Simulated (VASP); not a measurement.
A run of VASP 6.6.1 is set up as follows.

File POSCAR:

```
SiC
1.0
    3.0775549631      0.0000000000      0.0000000000
   -1.5387774815      2.6652407796      0.0000000000
    0.0000000000      0.0000000000     10.0767216786
Si C
4 4
Direct
    0.6666666667      0.3333333333      0.9378415298
    0.3333333333      0.6666666667      0.4378415298
    0.0000000000      0.0000000000      0.6878903911
    0.0000000000      0.0000000000      0.1878903911
    0.6666666667      0.3333333333      0.7498007691
    0.3333333333      0.6666666667      0.2498007691
    0.0000000000      0.0000000000      0.5004663101
    0.0000000000      0.0000000000      0.0004663101
```

Contents of INCAR.step1:

```
SYSTEM = SiC
PREC = Accurate ; ENCUT = 520
ISMEAR = 0 ; SIGMA = 0.01
LREAL = .False. ; LASPH = .True.
NELM = 60 ; NBANDS = 26
GGA = PE ; ALGO = Normal
EDIFF = 1E-4 ; LWAVE = .True.
LCHARG = .False.
```

The input INCAR.step2:

```
SYSTEM = SiC
PREC = Accurate ; ENCUT = 520
EDIFF = 1E-7 ; ISMEAR = 0
SIGMA = 0.01 ; LREAL = .False.
LASPH = .True. ; NELM = 60
ALGO = Normal ; ISIF = 2
LWAVE = .False. ; LCHARG = .False.
METAGGA = R2SCAN ; LMIXTAU = .True.
NBANDS = 26 ; ISTART = 1
```

KPOINTS

```
regular mesh
0
Gamma
  12 12 4
  0 0 0
```

Potentials or basis: VASP PAW PBE potentials, release 64 (Si, C).

Command:

```sh
$ cat potpaw_PBE.64/Si/POTCAR potpaw_PBE.64/C/POTCAR > POTCAR
$ cp INCAR.step1 INCAR
$ mpirun -np 1 vasp_std > vasp.out
$ cp INCAR.step2 INCAR
$ mpirun -np 1 vasp_std > vasp.out
```

(1) Predict the pressure.

(2) What does it give for the band gap on the k mesh?

Results:

(1) -0.2 GPa.

(2) 2.61 eV, indirect (least direct gap 3.79 eV).

Caveat: the PAW data sets were made with another functional, which shifts forces and pressure a little.
